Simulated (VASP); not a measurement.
Here is a VASP 6.6.1 calculation.

File POSCAR:

```
SiAg2HgSe4
1.0
   -3.0760290675      3.0760290675      5.8069392569
    3.0760290675     -3.0760290675      5.8069392569
    3.0760290675      3.0760290675     -5.8069392569
Ag Hg Si Se
2 1 1 4
Direct
    0.0000000000      0.0000000000      0.0000000000
    0.7500000000      0.2500000000      0.5000000000
    0.2500000000      0.7500000000      0.5000000000
    0.5000000000      0.5000000000      0.0000000000
    0.1616127497      0.6066484088      0.9937243983
    0.3933515912      0.3870759896      0.5549643409
    0.6129240104      0.1678883513      0.0062756017
    0.8321116487      0.8383872503      0.4450356591
```

The input INCAR.step1:

```
SYSTEM = SiAg2HgSe4
PREC = Accurate
ENCUT = 520
ISMEAR = 0
SIGMA = 0.01
LREAL = .FALSE.
LASPH = .TRUE.
NELM = 80
NBANDS = 41
GGA = PE
ALGO = Normal
EDIFF = 1E-4
LWAVE = .TRUE.
LCHARG = .FALSE.
```

The input INCAR.step2:

```
SYSTEM = SiAg2HgSe4
PREC = Accurate
ENCUT = 520
EDIFF = 1E-7
ISMEAR = 0
SIGMA = 0.01
LREAL = .FALSE.
LASPH = .TRUE.
NELM = 80
ALGO = Normal
ISIF = 2
LWAVE = .FALSE.
LCHARG = .FALSE.
METAGGA = R2SCAN
LMIXTAU = .TRUE.
NBANDS = 41
ISTART = 1
```

File KPOINTS:

```
regular mesh
0
G
  6 6 6
  0 0 0
```

Potentials or basis: VASP PAW PBE potentials, release 64 (Ag, Hg, Si, Se).

Run with:

```sh
$ cat potpaw_PBE.64/Ag/POTCAR potpaw_PBE.64/Hg/POTCAR potpaw_PBE.64/Si/POTCAR potpaw_PBE.64/Se/POTCAR > POTCAR
$ cp INCAR.step1 INCAR
$ mpirun -np 1 vasp_std > vasp.out
$ cp INCAR.step2 INCAR
$ mpirun -np 1 vasp_std > vasp.out
```

(1) Predict the pressure.

(2) Estimate the largest force.

Answers

(1) -2.9 GPa.

(2) 0.236 eV/Å.

Caveat: the PAW data sets were made with another functional, which shifts forces and pressure a little.
